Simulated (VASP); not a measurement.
Here is a VASP 6.6.1 calculation.

Contents of INCAR:

```
SYSTEM = Li2Se
PREC = Accurate
ENCUT = 750
EDIFF = 1E-6
ISMEAR = 1
SIGMA = 0.1
LREAL = .FALSE.
LASPH = .TRUE.
NELM = 120
ALGO = Normal
ISIF = 2
LWAVE = .FALSE.
LCHARG = .TRUE.
GGA = PE
LELF = .TRUE.
LVHAR = .TRUE.
NBANDS = 13
GGA_COMPAT = .FALSE.
```

KPOINTS

```
regular mesh
0
G
  7 7 7
  0 0 0
```

The input POSCAR:

```
Li2Se
1.0
    0.0000000000      3.0025000000      3.0025000000
    3.0025000000      0.0000000000      3.0025000000
    3.0025000000      3.0025000000      0.0000000000
Li Se
2 1
Direct
    0.2500000000      0.2500000000      0.2500000000
    0.7500000000      0.7500000000      0.7500000000
    0.0000000000      0.0000000000      0.0000000000
```

Potentials or basis: VASP PAW PBE potentials, release 64 (Li_sv, Se).

Launch:

```sh
$ cat potpaw_PBE.64/Li_sv/POTCAR potpaw_PBE.64/Se/POTCAR > POTCAR
$ mpirun -np 1 vasp_std > vasp.out
```

Task: What does it give for the band gap on the k mesh?

Result: 3.11 eV (least direct gap 3.38 eV).

Task: What does it give for the pressure?

Result: 0.0 GPa.

Caveat: an odd mesh through Γ misses points on the zone boundary, where band edges can lie.
